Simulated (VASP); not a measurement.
# SrCl2 (Fm-3m) in VASP: notebook, part 2 of 2

VASP 6.6.1. The steps go on from the part before.

## Step 3: Single point, PBE-based screened hybrid with 35 % exact exchange

The input, POSCAR:

```
SrCl2
1.0
    0.0000000000      3.4883500000      3.4883500000
    3.4883500000      0.0000000000      3.4883500000
    3.4883500000      3.4883500000      0.0000000000
Sr Cl
1 2
Direct
    0.0000000000      0.0000000000      0.0000000000
    0.7500000000      0.7500000000      0.7500000000
    0.2500000000      0.2500000000      0.2500000000
```

The input, INCAR.step1:

```
PREC = Accurate ; ENCUT = 520
EDIFF = 1E-5 ; ISMEAR = -1
SIGMA = 0.05 ; LREAL = False
LASPH = True ; NELM = 100
ALGO = Normal ; ISIF = 2
LWAVE = True ; GGA = PE
NBANDS = 19
```

The input, INCAR.step2:

```
PREC = Accurate ; ENCUT = 520
EDIFF = 1E-6 ; ISMEAR = -1
SIGMA = 0.05 ; LREAL = False
LASPH = True ; NELM = 100
ALGO = Normal ; ISIF = 2
LWAVE = False ; LCHARG = True
GGA = PE ; LHFCALC = True
AEXX = 0.35 ; HFSCREEN = 0.2078699
PRECFOCK = Normal ; LELF = True
LVHAR = True ; ISTART = 1
NBANDS = 19
```

The input, KPOINTS:

```
Automatic mesh
0
Gamma
  4 4 4
```

Potentials or basis: VASP PAW PBE potentials, release 64 (Sr_sv, Cl).

Started as:

```sh
> cat potpaw_PBE.64/Sr_sv/POTCAR potpaw_PBE.64/Cl/POTCAR > POTCAR
> cp INCAR.step1 INCAR
> mpirun -np 1 vasp_std > vasp.out
> cp INCAR.step2 INCAR
> mpirun -np 1 vasp_std > vasp.out
```

OUTCAR:

```text
PREC = Accurate
   ENCUT = 520
   EDIFF = 1E-6
   ISMEAR = -1
   LREAL = False
   LASPH = True
   NELM = 100
   ISIF = 2
   GGA = PE
   LHFCALC = True
   AEXX = 0.35
   HFSCREEN = 0.2078699
   PRECFOCK = Normal
   ISTART = 1

 ion  position               nearest neighbor table
   1  0.000  0.000  0.000-   2 3.02   2 3.02   2 3.02   2 3.02   3 3.02   3 3.02   3 3.02   3 3.02

   2  0.750  0.750  0.750-   1 3.02   1 3.02   1 3.02   1 3.02
   3  0.250  0.250  0.250-   1 3.02   1 3.02   1 3.02   1 3.02

  LATTYP: Found a face centered cubic cell.
 ALAT       =     6.9767000000

  Lattice vectors:

 A1 = (   0.0000000000,   3.4883500000,   3.4883500000)
 A2 = (   3.4883500000,   0.0000000000,   3.4883500000)
 A3 = (   3.4883500000,   3.4883500000,   0.0000000000)

Analysis of symmetry for initial positions (statically):
=====================================================================
 Subroutine PRICEL returns:
 Original cell was already a primitive cell.

 Routine SETGRP: Setting up the symmetry group for a
 face centered cubic supercell.

 Subroutine GETGRP returns: Found 48 space group operations
 (whereof 48 operations were pure point group operations)
 out of a pool of 48 trial point group operations.

The static configuration has the point symmetry O_h .

Analysis of symmetry for dynamics (positions and initial velocities):
=====================================================================
 Subroutine PRICEL returns:
 Original cell was already a primitive cell.

 Routine SETGRP: Setting up the symmetry group for a
 face centered cubic supercell.

 Subroutine GETGRP returns: Found 48 space group operations
 (whereof 48 operations were pure point group operations)
 out of a pool of 48 trial point group operations.

The dynamic configuration has the point symmetry O_h .

 Subroutine INISYM returns: Found 48 space group operations
 (whereof 48 operations are pure point group operations),
 and found     1 'primitive' translations

----------------------------------------------------------------------------------------

                                     Primitive cell

  volume of cell :      84.8966

  direct lattice vectors                    reciprocal lattice vectors
     0.000000000  3.488350000  3.488350000    -0.143334241  0.143334241  0.143334241
     3.488350000  0.000000000  3.488350000     0.143334241 -0.143334241  0.143334241
     3.488350000  3.488350000  0.000000000     0.143334241  0.143334241 -0.143334241

  length of vectors
     4.933271880  4.933271880  4.933271880     0.248262188  0.248262188  0.248262188

  position of ions in fractional coordinates (direct lattice)
     0.000000000  0.000000000  0.000000000
     0.750000000  0.750000000  0.750000000
     0.250000000  0.250000000  0.250000000

  ion indices of the primitive-cell ions
   primitive index   ion index
                 1           1
                 2           2
                 3           3

[... 27 lines left out ...]
            Coordinates               Weight
  0.000000  0.000000  0.000000      1.000000
  0.250000  0.000000  0.000000      8.000000
  0.500000  0.000000  0.000000      4.000000
  0.250000  0.250000  0.000000      6.000000
  0.500000  0.250000  0.000000     24.000000
 -0.250000  0.250000  0.000000     12.000000
  0.500000  0.500000  0.000000      3.000000
 -0.250000  0.500000  0.250000      6.000000
   k-points           NKPTS =      8   k-points in BZ     NKDIM =     64   number of bands    NBANDS=     19
   number of dos      NEDOS =    301   number of ions     NIONS =      3
   total plane-waves  NPLWV =  64000
   dimension x,y,z NGX =    40 NGY =   40 NGZ =   40
   dimension x,y,z NGXF=    80 NGYF=   80 NGZF=   80
   ions per type =               1   2
   NGX,Y,Z   is equivalent  to a cutoff of  13.48, 13.48, 13.48 a.u.
   NGXF,Y,Z  is equivalent  to a cutoff of  26.96, 26.96, 26.96 a.u.
 SYSTEM =  unknown system
   PREC   = accura    normal or accurate (medium, high low for compatibility)
   ISTART =      1    job   : 0-new  1-cont  2-samecut
   ICHARG =      0    charge: 1-file 2-atom 10-const
   ISPIN  =      1    spin polarized calculation?
   LNONCOLLINEAR =      F non collinear calculations
   LSORBIT =      F    spin-orbit coupling
   LASPH  =      T    aspherical Exc in radial PAW
   ENCUT  =  520.0 eV  38.22 Ry    6.18 a.u.   9.17  9.17  9.17*2*pi/ulx,y,z
   NELM   =    100;   NELMIN=  2; NELMDL=  0     # of ELM steps
   EDIFF  = 0.1E-05   stopping-criterion for ELM
   LREAL  =      F    real-space projection
   EDIFFG = 0.1E-04   stopping-criterion for IOM
   NSW    =      0    number of steps for IOM
   IBRION =     -1    ionic relax: 0-MD 1-quasi-New 2-CG
   NFREE  =      0    steps in history (QN), initial steepest desc. (CG)
   ISIF   =      2    stress and relaxation
   ISYM   =      3    0-nonsym 1-usesym 2-fastsym
   POTIM  = 0.5000    time-step for ionic-motion
   TEBEG  =    0.0;   TEEND  =   0.0 temperature during run
   PSTRESS=    0.0 pullay stress
   NELECT =      24.0000    total number of electrons
   NUPDOWN=      -1.0000    fix difference up-down
   EMIN   =  10.00;   EMAX   =-10.00  energy-range for DOS
   EFERMI =   0.00;   METHOD = LEGACY
   ISMEAR =    -1;   SIGMA  =   0.05  broadening in eV -4-tet -1-fermi 0-gaus
   EFERMI_NEDOS =   21; number of points for ismear=-14 and -15
   IALGO  =     38    algorithm
   IMIX   =      1    mixing-type and parameters
     AMIX     =   0.40;   BMIX     =  1.00
     AMIX_MAG =   1.60;   BMIX_MAG =  1.00
  volume/ion in A,a.u.               =      28.30       190.97
  Fermi-wavevector in a.u.,A,eV,Ry     =   1.074439  2.030396 15.706833  1.154420
  Thomas-Fermi vector in A             =   2.210267
   LORBIT       =      0    0 simple, 1 ext, 2 COOP (PROOUT), +10 PAW based schemes
   GGA     = PE    functional components
   LHFCALC =     T    Hartree Fock is set to
   PRECFOCK=normal    Normal, Fast or Accurate (Low or Medium for compatibility)
   ENCUT4O =  -1.0   cutoff for four orbital integrals eV
   NKREDX  =     1    reduce k-point grid by
   NKREDY  =     1    reduce k-point grid by
   NKREDZ  =     1    reduce k-point grid by
   AEXX    =    0.3500 exact exchange contribution
   HFSCREEN=    0.2079 screening length (either q_TF or 0.3 A-1)
   HFSCREENC=   0.2079 screening length for correlation (either q_TF or 0.3 A-1)
   ENCUTFOCK=  -1.0 apply spherical cutoff to Coloumb kernel
   IVDW    =     0    specifies the selected vdW correction
   LEPSILON=     F    determine dielectric tensor
   LRPA    =     F    only Hartree local field effects (RPA)
 non-spin polarized calculation
  energy-cutoff  :      520.00
  volume of cell :       84.90
 maximum number of plane-waves:      2302
 NGX is ok and might be reduce to    40
  NGX = 28; NGY = 28; NGZ = 28

 number of electron      24.0000003 magnetization

 Free energy of the ion-electron system (eV)
  ---------------------------------------------------
  ext. energy  EPLUGINS =         0.00000000
  ---------------------------------------------------
  free energy    TOTEN  =       -15.64391210 eV

  energy without entropy =      -15.64391210  energy(sigma->0) =      -15.64391210

 E-fermi :  -0.0379     XC(G=0):  -6.3555

 val. band max:       -1.1506090293   @ k =   0.5000   0.5000   0.0000
 cond. band min:       5.9881484044   @ k =   0.0000   0.0000   0.0000
 fundamental gap:      7.1387574337
 Fermi energy:        -0.0379205925

 k-point     1 :       0.0000    0.0000    0.0000
  band No.  band energies     occupation
      1     -36.9166      2.00000
      2     -17.1275      2.00000
      3     -17.1275      2.00000
      4     -17.1275      2.00000
      5     -16.1970      2.00000
      6     -15.2443      2.00000
[... 153 lines left out ...]
      6     -15.3555      2.00000
[... 11 lines left out ...]
     18      10.5541      0.00000
     19      11.5849      0.00000

------------------------ aborting loop because EDIFF is reached ----------------------------------------

  FORCE on cell =-STRESS in cart. coord.  units (eV):
  Direction    XX          YY          ZZ          XY          YZ          ZX
  --------------------------------------------------------------------------------------
  -------------------------------------------------------------------------------------
  Total        0.1845726      0.1845726      0.1845726      0.0000000      0.0000000      0.0000000
  in kB        3.4832741      3.4832741      3.4832741      0.0000000      0.0000000      0.0000000
  external PRESSURE =       3.4832741 kB  Pullay stress =       0.0000000 kB

 VOLUME and BASIS-vectors are now :
 -----------------------------------------------------------------------------
  energy-cutoff  :      520.00
  volume of cell :       84.90
      direct lattice vectors                 reciprocal lattice vectors
     0.000000000  3.488350000  3.488350000    -0.143334241  0.143334241  0.143334241
     3.488350000  0.000000000  3.488350000     0.143334241 -0.143334241  0.143334241
     3.488350000  3.488350000  0.000000000     0.143334241  0.143334241 -0.143334241

 POSITION                                       TOTAL-FORCE (eV/Angst)
 -----------------------------------------------------------------------------------
      0.00000      0.00000      0.00000         0.000000     -0.000000      0.000000
      5.23252      5.23252      5.23252         0.000000      0.000000      0.000000
      1.74418      1.74418      1.74418        -0.000000     -0.000000     -0.000000
 -----------------------------------------------------------------------------------
    total drift:                                0.000000      0.000000      0.000000

  FREE ENERGIE OF THE ION-ELECTRON SYSTEM (eV)
  ---------------------------------------------------
  free  energy   TOTEN  =       -15.6439121025 eV

  energy  without entropy=      -15.6439121025  energy(sigma->0) =      -15.64391210
```

Wall time 11 min (1 thread of Intel Xeon Platinum 8559C (Emerald Rapids), shared host); peak memory 0.34 GiB.

What came out:

```yaml
Free_energy: -15.6439 eV
Pressure: 0.3 GPa
Band_gap_on_the_k_mesh: 7.14 eV (least direct gap 7.34 eV)
```

Caveat: the PAW data sets were made with another functional, which shifts forces and pressure a little. A k mesh can miss the band edges.
